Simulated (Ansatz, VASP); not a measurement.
## Two plane-wave programs on BAs

```
CELL_PARAMETERS angstrom
3.35626 0.00000 0.00000
-1.67813 2.90660 0.00000
0.00000 0.00000 23.80000
ATOMIC_POSITIONS crystal
B 0.33333 0.66667 0.29412
As 0.66667 0.33333 0.29412
```

Alike in both runs: functional PBEsol; dispersion D4; k mesh 12 × 12 × 1; occupations gaussian, width 0.03 eV; no spin polarisation.

Ansatz relaxed the structure, and its values are those at the end. VASP's run is a single point on that final structure, the one shown.

```csv
,VASP,Ansatz
version,VASP 6.6.1,Ansatz 0.2.0
potentials or method,"VASP PAW PBE potentials, release 64 (B, As), cutoff 420 eV","scalar-relativistic, plane waves, PAW"
valence electrons in the cell,8,18
```

|  | VASP | Ansatz | Ansatz less VASP |
| --- | --- | --- | --- |
| gap on the k mesh at the Fermi level (eV) | 0.73 | 0.74 | +0.012 |
| least direct gap on the mesh (eV) | 0.73 | 0.74 | +0.012 |

VASP's potentials were made for PBE, not for PBEsol, and Ansatz warns of the same on its side. VASP's potentials hold 8 valence electrons a cell and Ansatz's 18, so a difference there can come from the potentials and not from the codes. Ansatz's warnings: slab cell height set, structure snapped to symmetry.
